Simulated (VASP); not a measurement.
# Al4Fe3Co in VASP: further runs

Al4Fe3Co is run at these levels: PBE; tasks: single point, relaxation of cell and atoms.

Everything below comes from runs of VASP 6.6.1. Logs are shortened: lines on timing, memory, paths and dates and some standing lists are left out, and cuts for length are marked.

### Step 1. The cell of the first run

The structure is tetragonal, space group I4/mmm (No. 139). The conventional cell has a = 5.748 Å, b = 5.748 Å, c = 5.729 Å, α = 90.00°, β = 90.00°, γ = 90.00°. Al (site symmetry 2/m) has 6 Fe at 2.49 Å and 2 Co at 2.49 Å and 6 Al at 2.86 to 2.87 Å within 3.3 Å. Within 3.3 Å of Fe (site symmetry 4/mmm) lie 8 Al at 2.49 Å and 2 Co at 2.86 Å and 4 Fe at 2.87 Å. Within 3.3 Å of Fe (site symmetry mmm) lie 8 Al at 2.49 Å and 4 Fe at 2.86 to 2.87 Å and 2 Co at 2.87 Å. Co (site symmetry 4/mmm) has 8 Al at 2.49 Å and 6 Fe at 2.86 to 2.87 Å within 3.3 Å.

### Step 2. Single point, PBE, collinear spin, ferrimagnetic start

INCAR reads:

```
SYSTEM = Al4Fe3Co
PREC     = Accurate       ! precision mode
ENCUT    = 520            ! plane-wave cutoff, eV
EDIFF    = 1E-7           ! SCF threshold, eV
ISMEAR   = 0              ! smearing method
SIGMA    = 0.1            ! smearing width, eV
LREAL    = .False.        ! projectors in reciprocal space
LASPH    = .True.         ! aspherical terms in the spheres
NELM     = 150            ! most SCF steps
ALGO     = Normal         ! electronic algorithm
ISIF     = 2              ! what is computed and relaxed
LWAVE    = .False.        ! write WAVECAR
LCHARG   = .True.         ! write CHGCAR
ISPIN    = 2              ! spin polarisation
MAGMOM   = 0 0 0 0 -4 4 4 3 ! initial moments
LORBIT   = 11             ! projections on sites
LMAXMIX  = 4              ! l up to which the mixer works
GGA      = PE             ! functional
LELF     = .True.         ! ELF
LVHAR    = .True.       
NBANDS   = 36             ! bands
```

KPOINTS reads:

```
Automatic mesh
0
Gamma
  4 4 4
  0 0 0
```

POSCAR reads:

```
Al4Fe3Co
1.0
   -2.8738219589      2.8643762667      2.8738219589
    2.8738219589     -2.8643762667      2.8738219589
    2.8738219589      2.8643762667     -2.8738219589
Al Fe Co
4 3 1
Direct
    0.0000000000      0.5000000000      0.0000000000
    0.5000000000      0.5000000000      0.5000000000
    0.0000000000      0.0000000000      0.5000000000
    0.5000000000      0.0000000000      0.0000000000
    0.5000000000      0.0000000000      0.5000000000
    0.5000000000      0.5000000000      0.0000000000
    0.0000000000      0.5000000000      0.5000000000
    0.0000000000      0.0000000000      0.0000000000
```

Potentials or basis: VASP PAW PBE potentials, release 64 (Al, Fe, Co).

On the command line:

```bash
> cat potpaw_PBE.64/Al/POTCAR potpaw_PBE.64/Fe/POTCAR potpaw_PBE.64/Co/POTCAR > POTCAR
> mpirun -np 1 vasp_std > vasp.out
```

OUTCAR:

```text
SYSTEM = Al4Fe3Co
   PREC = Accurate
   ENCUT = 520
   EDIFF = 1E-7
   ISMEAR = 0
   LREAL = .False.
   LASPH = .True.
   NELM = 150
   ISIF = 2
   ISPIN = 2
   LORBIT = 11
   GGA = PE

 ion  position               nearest neighbor table
   1  0.000  0.500  0.000-   5 2.49   6 2.49   7 2.49   8 2.49   7 2.49   8 2.49   6 2.49   5 2.49
                             2 2.86   2 2.86   3 2.87   4 2.87   4 2.87   3 2.87
   2  0.500  0.500  0.500-   5 2.49   6 2.49   7 2.49   8 2.49   6 2.49   5 2.49   7 2.49   8 2.49
                             1 2.86   1 2.86   3 2.87   4 2.87   3 2.87   4 2.87
   3  0.000  0.000  0.500-   5 2.49   6 2.49   7 2.49   8 2.49   8 2.49   7 2.49   5 2.49   6 2.49
                             4 2.86   4 2.86   2 2.87   1 2.87   2 2.87   1 2.87
   4  0.500  0.000  0.000-   5 2.49   6 2.49   7 2.49   8 2.49   5 2.49   6 2.49   8 2.49   7 2.49
                             3 2.86   3 2.86   2 2.87   1 2.87   1 2.87   2 2.87
   5  0.500  0.000  0.500-   1 2.49   2 2.49   3 2.49   4 2.49   4 2.49   2 2.49   3 2.49   1 2.49
                             8 2.86   8 2.86   7 2.87   6 2.87   7 2.87   6 2.87
   6  0.500  0.500  0.000-   1 2.49   2 2.49   3 2.49   4 2.49   2 2.49   4 2.49   1 2.49   3 2.49
                             7 2.86   7 2.86   5 2.87   8 2.87   8 2.87   5 2.87
   7  0.000  0.500  0.500-   1 2.49   2 2.49   3 2.49   4 2.49   1 2.49   3 2.49   2 2.49   4 2.49
                             6 2.86   6 2.86   5 2.87   8 2.87   5 2.87   8 2.87
   8  0.000  0.000  0.000-   1 2.49   2 2.49   3 2.49   4 2.49   3 2.49   1 2.49   4 2.49   2 2.49
                             5 2.86   5 2.86   6 2.87   7 2.87   6 2.87   7 2.87

  LATTYP: Found a body centered tetragonal cell.
 ALAT       =     5.7476439178
 C/A-ratio  =     0.9967131951

  Lattice vectors:

 A1 = (  -2.8738219589,  -2.8643762667,   2.8738219589)
 A2 = (   2.8738219589,  -2.8643762667,  -2.8738219589)
 A3 = (   2.8738219589,   2.8643762667,   2.8738219589)

Analysis of symmetry for initial positions (statically):
=====================================================================
 Subroutine PRICEL returns:
 Original cell was already a primitive cell.

 Routine SETGRP: Setting up the symmetry group for a
 body centered tetragonal supercell.

 Subroutine GETGRP returns: Found 16 space group operations
 (whereof 16 operations were pure point group operations)
 out of a pool of 16 trial point group operations.

The static configuration has the point symmetry D_4h.

Analysis of symmetry for dynamics (positions and initial velocities):
=====================================================================
 Subroutine PRICEL returns:
 Original cell was already a primitive cell.

 Routine SETGRP: Setting up the symmetry group for a
 body centered tetragonal supercell.

 Subroutine GETGRP returns: Found 16 space group operations
 (whereof 16 operations were pure point group operations)
 out of a pool of 16 trial point group operations.

The dynamic configuration has the point symmetry D_4h.

Analysis of structural, dynamic, and magnetic symmetry:
=====================================================================
 Subroutine PRICEL returns:
 Original cell was already a primitive cell.

 Routine SETGRP: Setting up the symmetry group for a
 body centered tetragonal supercell.

 Subroutine GETGRP returns: Found 16 space group operations
 (whereof 16 operations were pure point group operations)
 out of a pool of 16 trial point group operations.

The overall configuration has the point symmetry D_4h.

 Subroutine INISYM returns: Found 16 space group operations
 (whereof 16 operations are pure point group operations),
 and found     1 'primitive' translations

----------------------------------------------------------------------------------------

                                     Primitive cell

  volume of cell :      94.6258

  direct lattice vectors                    reciprocal lattice vectors
    -2.873821959  2.864376267  2.873821959     0.000000000  0.174558072  0.173984334
     2.873821959 -2.864376267  2.873821959     0.173984334  0.000000000  0.173984334
     2.873821959  2.864376267 -2.873821959     0.173984334  0.174558072  0.000000000

  length of vectors
     4.972158153  4.972158153  4.972158153     0.246457033  0.246051005  0.246457033

  position of ions in fractional coordinates (direct lattice)
     1.000000000  0.500000000  1.000000000
     0.500000000  0.500000000  0.500000000
[... 68 lines left out ...]
   PREC   = accura    normal or accurate (medium, high low for compatibility)
   ISTART =      0    job   : 0-new  1-cont  2-samecut
   ICHARG =      2    charge: 1-file 2-atom 10-const
   ISPIN  =      2    spin polarized calculation?
   LNONCOLLINEAR =      F non collinear calculations
   LSORBIT =      F    spin-orbit coupling
   LASPH  =      T    aspherical Exc in radial PAW
   ENCUT  =  520.0 eV  38.22 Ry    6.18 a.u.   9.24  9.24  9.24*2*pi/ulx,y,z
   NELM   =    150;   NELMIN=  2; NELMDL= -5     # of ELM steps
   EDIFF  = 0.1E-06   stopping-criterion for ELM
   LREAL  =      F    real-space projection
   EDIFFG = 0.1E-05   stopping-criterion for IOM
   NSW    =      0    number of steps for IOM
   IBRION =     -1    ionic relax: 0-MD 1-quasi-New 2-CG
   NFREE  =      0    steps in history (QN), initial steepest desc. (CG)
   ISIF   =      2    stress and relaxation
   ISYM   =      2    0-nonsym 1-usesym 2-fastsym
   POTIM  = 0.5000    time-step for ionic-motion
   TEBEG  =    0.0;   TEEND  =   0.0 temperature during run
   PSTRESS=    0.0 pullay stress
   NELECT =      45.0000    total number of electrons
   NUPDOWN=      -1.0000    fix difference up-down
   EMIN   =  10.00;   EMAX   =-10.00  energy-range for DOS
   EFERMI =   0.00;   METHOD = LEGACY
   ISMEAR =     0;   SIGMA  =   0.10  broadening in eV -4-tet -1-fermi 0-gaus
   EFERMI_NEDOS =   21; number of points for ismear=-14 and -15
   IALGO  =     38    algorithm
   IMIX   =      4    mixing-type and parameters
     AMIX     =   0.40;   BMIX     =  1.00
     AMIX_MAG =   1.60;   BMIX_MAG =  1.00
  volume/ion in A,a.u.               =      11.83        79.82
  Fermi-wavevector in a.u.,A,eV,Ry     =   1.277838  2.414763 22.216539  1.632870
  Thomas-Fermi vector in A             =   2.410415
   LORBIT       =     11    0 simple, 1 ext, 2 COOP (PROOUT), +10 PAW based schemes
   GGA     = PE    functional components
   LHFCALC =     F    Hartree Fock is set to
   AEXX    =    0.0000 exact exchange contribution
   IVDW    =     0    specifies the selected vdW correction
   LEPSILON=     F    determine dielectric tensor
   LRPA    =     F    only Hartree local field effects (RPA)
 spin polarized calculation
 Gauss-broadening in eV      SIGMA  =   0.10
  energy-cutoff  :      520.00
  volume of cell :       94.63
 maximum number of plane-waves:      2556
 NGX is ok and might be reduce to    40
   NGX = 19   NGY = 19   NGZ = 19

 number of electron      44.9999985 magnetization       2.1546378

 Free energy of the ion-electron system (eV)
  ---------------------------------------------------
  ext. energy  EPLUGINS =         0.00000000
  ---------------------------------------------------
  free energy    TOTEN  =       -49.98455338 eV

  energy without entropy =      -49.93846235  energy(sigma->0) =      -49.96150786

 E-fermi :   8.5244     XC(G=0): -12.1638

 val. band max:        8.5219791896   @ k =  -0.2500   0.5000   0.2500
 cond. band min:       8.5266184078   @ k =   0.2500  -0.2500   0.2500
 fundamental gap:      0.0046392182
 Fermi energy:         8.5243953178

 spin component 1

 k-point     1 :       0.0000    0.0000    0.0000
  band No.  band energies     occupation
      1      -1.9390      1.00000
      2       3.5910      1.00000
      3       3.6047      1.00000
      4       3.6047      1.00000
      5       5.8916      1.00000
      6       5.9424      1.00000
[... 470 lines left out ...]
     33      14.3704      0.00000
     34      17.2647      0.00000
 Fermi energy:         8.5243953178

 spin component 2

 k-point     1 :       0.0000    0.0000    0.0000
  band No.  band energies     occupation
      1      -1.9377      1.00000
      2       3.7827      1.00000
      3       3.8049      1.00000
      4       3.8049      1.00000
      5       6.0922      1.00000
      6       6.0930      1.00000
[... 470 lines left out ...]
     33      14.6875      0.00000
     34      17.1688      0.00000
 [bands above 34 left out]

------------------------ aborting loop because EDIFF is reached ----------------------------------------

  FORCE on cell =-STRESS in cart. coord.  units (eV):
  Direction    XX          YY          ZZ          XY          YZ          ZX
  --------------------------------------------------------------------------------------
  -------------------------------------------------------------------------------------
  Total       -0.2051826     -0.0048329     -0.2051826      0.0000000      0.0000000      0.0000000
  in kB       -3.4740919     -0.0818292     -3.4740919      0.0000000      0.0000000      0.0000000
  external PRESSURE =      -2.3433376 kB  Pullay stress =       0.0000000 kB

 VOLUME and BASIS-vectors are now :
 -----------------------------------------------------------------------------
  energy-cutoff  :      520.00
  volume of cell :       94.63
      direct lattice vectors                 reciprocal lattice vectors
    -2.873821959  2.864376267  2.873821959     0.000000000  0.174558072  0.173984334
     2.873821959 -2.864376267  2.873821959     0.173984334  0.000000000  0.173984334
     2.873821959  2.864376267 -2.873821959     0.173984334  0.174558072  0.000000000

 POSITION                                       TOTAL-FORCE (eV/Angst)
 -----------------------------------------------------------------------------------
      1.43691     -1.43219      1.43691        -0.000000     -0.000000      0.000000
      1.43691      1.43219      1.43691        -0.000000      0.000000      0.000000
      1.43691      1.43219     -1.43691         0.000000      0.000000     -0.000000
     -1.43691      1.43219      1.43691         0.000000      0.000000      0.000000
      0.00000      2.86438      0.00000         0.000000     -0.000000      0.000000
      0.00000      0.00000      2.87382         0.000000     -0.000000      0.000000
      2.87382      0.00000      0.00000        -0.000000     -0.000000     -0.000000
      0.00000      0.00000      0.00000        -0.000000      0.000000     -0.000000
 -----------------------------------------------------------------------------------
    total drift:                               -0.000000     -0.000000      0.000000

  FREE ENERGIE OF THE ION-ELECTRON SYSTEM (eV)
  ---------------------------------------------------
  free  energy   TOTEN  =       -49.9845533776 eV

  energy  without entropy=      -49.9384623503  energy(sigma->0) =      -49.96150786

 total charge

# of ion       s       p       d       tot
------------------------------------------
    1        0.398   0.433   0.000   0.832
    2        0.398   0.433   0.000   0.832
    3        0.398   0.433   0.000   0.832
    4        0.398   0.433   0.000   0.832
    5        0.429   0.508   6.483   7.421
    6        0.430   0.509   6.481   7.419
    7        0.430   0.509   6.481   7.419
    8        0.435   0.493   7.484   8.412
--------------------------------------------------
tot          3.317   3.751  26.930  33.998

 magnetization (x)

# of ion       s       p       d       tot
------------------------------------------
    1       -0.006  -0.014   0.000  -0.020
    2       -0.006  -0.014   0.000  -0.020
    3       -0.006  -0.014   0.000  -0.020
    4       -0.006  -0.014   0.000  -0.020
    5        0.002   0.006   0.766   0.774
    6        0.003   0.006   0.790   0.799
    7        0.003   0.006   0.790   0.799
    8       -0.008   0.000  -0.069  -0.077
--------------------------------------------------
tot         -0.026  -0.036   2.277   2.216
```

It took 4.7 min on 1 thread of Oxide Virtual Turin-like, shared host; peak memory 0.29 GiB.

What came out:

```
Free energy                                           : -49.9846 eV
Pressure                                              : -0.2 GPa
Net moment                                            : 2.15 μB per cell
Site moments                                          : Al -0.02; Fe +0.77, +0.80; Co -0.08 μB
Valence electrons inside the program's atomic spheres : Al 0.83; Fe 7.42; Co 8.41
```

Stress tensor (GPa, compression positive):
```
-0.35  0.00  0.00
 0.00 -0.01  0.00
 0.00  0.00 -0.35
```

Levels at points of the mesh, in eV from the Fermi level:
Spin up:
```csv
k point,band 20,band 21,band 22,band 23,band 24,band 25,band 26,band 27,band 28,band 29
"(0.00, 0.00, 0.00)",-1.09,-1.09,-0.43,-0.43,-0.43,0.31,0.33,0.38,3.03,3.14
"(0.50, 0.00, 0.00)",-0.88,-0.80,-0.76,-0.21,-0.18,0.78,0.90,2.21,2.28,3.89
"(0.00, 0.50, 0.00)",-0.86,-0.81,-0.74,-0.22,-0.17,0.81,0.91,2.20,2.26,3.85
"(0.50, 0.50, 0.50)",-0.31,-0.31,0.37,0.38,0.76,0.77,0.83,2.91,2.91,2.92
```
Spin down:
```tsv
k point	band 17	band 18	band 19	band 20	band 21	band 22	band 23	band 24	band 25	band 26
(0.00, 0.00, 0.00)	-0.82	-0.82	-0.37	-0.36	-0.36	0.29	0.31	0.31	0.66	0.68
(0.50, 0.00, 0.00)	-0.71	-0.58	-0.49	-0.45	-0.11	0.05	0.27	0.37	1.08	1.46
(0.00, 0.50, 0.00)	-0.72	-0.56	-0.47	-0.46	-0.08	0.07	0.27	0.37	1.10	1.48
(0.50, 0.50, 0.50)	-0.62	-0.62	0.40	0.41	0.41	0.68	0.70	1.22	1.23	1.43
```

Caveat: the k points lie up to 0.39 Å⁻¹ apart; the moment fell far below its start of 4 μB, so a state of higher moment may lie lower in energy.

### Step 3. Single point, PBE, collinear spin, ferrimagnetic start

This run uses another cell than the first one, of 13.37 Å³/atom, 1.130 times its volume.

INCAR reads:

```
SYSTEM = Al4Fe3Co
PREC = Accurate
ENCUT = 520
EDIFF = 1E-6
ISMEAR = 0
SIGMA = 0.1
LREAL = .False.
LASPH = .True.
NELM = 150
ALGO = Normal
ISIF = 2
LWAVE = .False.
LCHARG = .False.
ISPIN = 2
MAGMOM = 0 0 0 0 -4 4 4 3
LORBIT = 11
LMAXMIX = 4
GGA = PE
NBANDS = 36
```

KPOINTS is that of step 2.

Changes to POSCAR since step 2:

```diff
@@ -2,5 +2,5 @@
 1.0
-   -2.8738219589      2.8643762667      2.8738219589
-    2.8738219589     -2.8643762667      2.8738219589
-    2.8738219589      2.8643762667     -2.8738219589
+   -2.9901031700      2.9901031700      2.9901031700
+    2.9901031700     -2.9901031700      2.9901031700
+    2.9901031700      2.9901031700     -2.9901031700
 Al Fe Co
```

Potentials or basis: VASP PAW PBE potentials, release 64 (Al, Fe, Co).

On the command line:

```bash
> cat potpaw_PBE.64/Al/POTCAR potpaw_PBE.64/Fe/POTCAR potpaw_PBE.64/Co/POTCAR > POTCAR
> mpirun -np 1 vasp_std > vasp.out
```

Wall time 6.9 min (1 thread of Oxide Virtual Turin-like, shared host); peak memory 0.29 GiB.

The run converged, but its numbers aren't listed here, since they failed a check.

Caveat: the k points lie up to 0.37 Å⁻¹ apart; the result breaks the symmetry of the cell.

(Continued in part 2 of 2.)
